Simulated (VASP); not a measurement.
Here is a VASP 6.6.1 calculation.

INCAR

```
ALGO     = Normal         # electronic algorithm
EDIFF    = 1E-6           # SCF threshold, eV
ENCUT    = 500            # plane-wave cutoff, eV
GGA      = PE             # functional
GGA_COMPAT= F            
ISIF     = 2              # what is computed and relaxed
ISMEAR   = 0              # smearing method
LASPH    = T              # aspherical terms in the spheres
LCHARG   = F              # write CHGCAR
LREAL    = F              # projectors in reciprocal space
LWAVE    = F              # write WAVECAR
NBANDS   = 21             # bands
NELM     = 120            # most SCF steps
PREC     = Accurate       # precision mode
SIGMA    = 0.01           # smearing width, eV
```

KPOINTS

```
k-points
0
Gamma
  7 7 7
```

POSCAR

```
Ge
1.0
    4.0006830000      0.0000000000      0.0000000000
    2.0003415000      3.4646931105      0.0000000000
    2.0003415000      1.1548977035      3.2665439909
Ge
2
Direct
    0.0000000000      0.0000000000      0.0000000000
    0.2500000000      0.2500000000      0.2500000000
```

Potentials or basis: VASP PAW PBE potentials, release 64 (Ge_d).

The run is started by

```console
$ cat potpaw_PBE.64/Ge_d/POTCAR > POTCAR
$ mpirun -np 1 vasp_std > vasp.out
```

(1) Predict the band gap on the k mesh.

(2) What does it give for the pressure?

Results:

(1) 0.03 eV, direct.

(2) 3.3 GPa.
